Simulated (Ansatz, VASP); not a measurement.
## Two plane-wave programs on AlN

```
Al N
1.0
    -0.01936    2.18736    2.18736
     2.18736   -0.01936    2.18736
     2.18736    2.18736   -0.01936
Al N
1 1
Direct
  0.99945 0.99945 0.99945
  0.25055 0.25055 0.25055
```

Change from the starting cell: epitaxial_111 strain +1.0%.

Alike in both runs: task single point; functional PBE; k mesh 10 × 10 × 10; occupations fermi-dirac, width 0.02 eV; no spin polarisation.

```csv
,VASP,Ansatz
version,VASP 6.6.1,Ansatz 0.2.0
potentials or method,"VASP PAW PBE potentials, release 64 (Al, N)","plane waves, PAW"
plane-wave cutoff (eV),520,420
valence electrons in the cell,8,8
```

|  | VASP | Ansatz | Ansatz less VASP |
| --- | --- | --- | --- |
| gap on the k mesh at the Fermi level (eV) | 3.24 | 3.24 | +0.008 |
| pressure (GPa) | 0.9 | 1.2 | +0.29 |
| traceless stress, the component that is largest in VASP (GPa) | 1.61 | 1.60 | -0.013 |
| rms of the force components (eV/Å) | 0.008 | 0.008 | -0.0002 |

Atom by atom the forces differ by 0.000 eV/Å (rms over components). With one functional, cell and mesh, what is left measures potentials, basis and numerics.
